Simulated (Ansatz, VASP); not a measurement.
One calculation of Sn2GeSe3, two programs

The input INCAR:

```
PREC = Accurate
ENCUT = 520
EDIFF = 1E-6
ISMEAR = 0
SIGMA = 0.1
LREAL = False
LASPH = True
NELM = 80
ALGO = Normal
ISIF = 2
LWAVE = False
LCHARG = False
GGA = PE
NBANDS = 39
```

Contents of KPOINTS:

```
regular mesh
0
Gamma
  6 6 2
```

Contents of POSCAR:

```
Sn2GeSe3
1.0
    4.2645467100      0.0000000000      0.0000000000
   -2.1322733500      3.6932057800      0.0000000000
    0.0000000000      0.0000000000     10.5820147700
Sn Ge Se
2 1 3
Direct
    0.3333333300      0.6666666700      0.8271350300
    0.6666666700      0.3333333300      0.1728649700
    0.0000000000      0.0000000000      0.5000000000
    0.3333333300      0.6666666700      0.3480919900
    0.6666666700      0.3333333300      0.6519080100
    0.0000000000      0.0000000000      0.0000000000
```

Input for Ansatz:

```yaml
crystal:
  lattice:
    - [4.26454671, 0.0, 0.0]
    - [-2.13227335, 3.69320578, 0.0]
    - [0.0, 0.0, 10.58201477]
  atoms:
    - { symbol: Sn, position: [0.33333333, 0.66666667, 0.82713503] }
    - { symbol: Sn, position: [0.66666667, 0.33333333, 0.17286497] }
    - { symbol: Ge, position: [0.0, 0.0, 0.5] }
    - { symbol: Se, position: [0.33333333, 0.66666667, 0.34809199] }
    - { symbol: Se, position: [0.66666667, 0.33333333, 0.65190801] }
    - { symbol: Se, position: [0.0, 0.0, 0.0] }
basis:
  ecutwfc: 420
kpoints:
  mp_grid: { grid: [6, 6, 2] }
hamiltonian:
  xc: pbe
scf:
  occupations: { method: gaussian, width: 0.1 }
  lower_state_search: "off"
output:
  forces: true
  stress: true
  eigenvalues: true
```

Change from the starting cell: species swapped into the Sn2GeTe3 type (P-3m1, No. 164).

Alike in both runs: task single point; functional PBE; k mesh 6 × 6 × 2; occupations gaussian, width 0.1 eV; no spin polarisation.

```csv
,VASP,Ansatz
version,VASP 6.6.1,Ansatz 0.2.0
potentials or method,"VASP PAW PBE potentials, release 64 (Sn_d, Ge_d, Se), cutoff 520 eV","scalar-relativistic, plane waves, PAW"
valence electrons in the cell,60,90
```

```csv
,VASP,Ansatz,Ansatz less VASP
gap on the k mesh at the Fermi level (eV),0.06,0.06,-0.001
least direct gap on the mesh (eV),0.14,0.14,-0.001
pressure (GPa),-3.1,-3.0,+0.02
"traceless stress, the component that is largest in VASP (GPa)",-0.16,-0.16,+0.002
rms of the force components (eV/Å),0.029,0.028,-0.0003
```

Atom by atom the forces differ by 0.001 eV/Å (rms over components). VASP's potentials hold 60 valence electrons a cell and Ansatz's 90, so a difference there can come from the potentials and not from the codes.
